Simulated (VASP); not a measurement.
Here is a VASP 6.6.1 calculation.

File INCAR:

```
SYSTEM = Te
PREC = Accurate
ENCUT = 520
EDIFF = 1E-7
ISMEAR = -1
SIGMA = 0.05
LREAL = .False.
LASPH = .True.
NELM = 100
ALGO = Normal
ISIF = 2
LWAVE = .False.
LCHARG = .False.
GGA = PE
NBANDS = 20
```

Contents of KPOINTS:

```
regular mesh
0
Gamma
  9 6 3
  0 0 0
```

The input POSCAR:

```
Te
1.0
    3.1307690000      0.0000000000      0.0000000000
    0.0000000000      4.7429080000      0.0000000000
    0.0000000000      0.0000000000      8.9856130000
Te
4
Direct
    0.5073970000      0.0138970000      0.5039540000
    0.4904080000      0.9863290000      0.0116510000
    0.5158460000      0.4617760000      0.2593150000
    0.4903790000      0.5391380000      0.7657500000
```

Potentials or basis: VASP PAW PBE potentials, release 64 (Te).

Launch:

```sh
$ cat potpaw_PBE.64/Te/POTCAR > POTCAR
$ mpirun -np 1 vasp_std > vasp.out
```

Q: Estimate the band gap on the k mesh.

A: Zero (bands 12 and 13 overlap by 3.51 eV).

Q: Predict the pressure.

A: -0.1 GPa.

Q: Predict the largest force.

A: 0.195 eV/Å.

Stress tensor (GPa, compression positive):
```
 0.45 -0.01  0.01
-0.01 -0.58  0.15
 0.01  0.15 -0.10
```

Caveat: the cell differs from its parent crystal (atoms moved at random); spin-orbit coupling is left out, which moves the levels of the heavy elements.
